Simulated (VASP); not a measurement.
MgS:

```xyz
2
Lattice="0.0000 2.6149 2.6149 2.6149 0.0000 2.6149 2.6149 2.6149 0.0000" Properties=species:S:1:pos:R:3 pbc="T T T"
Mg    0.0000    0.0000    0.0000
S     2.6149    2.6149    2.6149
```

| Property | Result |
| --- | --- |
| Program | VASP 6.6.1 |
| Task | relaxation of cell and atoms |
| Functional | LDA |
| Potentials or basis | VASP PAW LDA potentials, release 64 (Mg_sv, S) |
| Cutoff | 840 eV |
| k mesh | 8 × 8 × 8 |
| Occupations | fermi-dirac, width 0.02 eV |
| Spin | no spin polarisation |

At the start: pressure -4.3 GPa; volume 17.88 Å³/atom.

Problem. Where does the relaxation end?

Solution. Over 3 steps the energy falls by 14.1 meV/atom and the volume is 16.88 Å³/atom (-5.6 %); space group Fm-3m (No. 225, to 0.1 Å) before and after.

Step by step:
```csv
step,energy change (eV),largest force (eV/Å),pressure (GPa),volume (Å³)
1,0.0000,0.0000,-4.32,35.76
2,-0.0267,0.0000,1.14,33.32
3,-0.0283,0.0000,0.01,33.76
```

Final structure:
```xyz
2
Lattice="0.0000 2.5652 2.5652 2.5652 0.0000 2.5652 2.5652 2.5652 0.0000" Properties=species:S:1:pos:R:3 pbc="T T T"
Mg    0.0000    0.0000    0.0000
S     2.5652    2.5652    2.5652
```
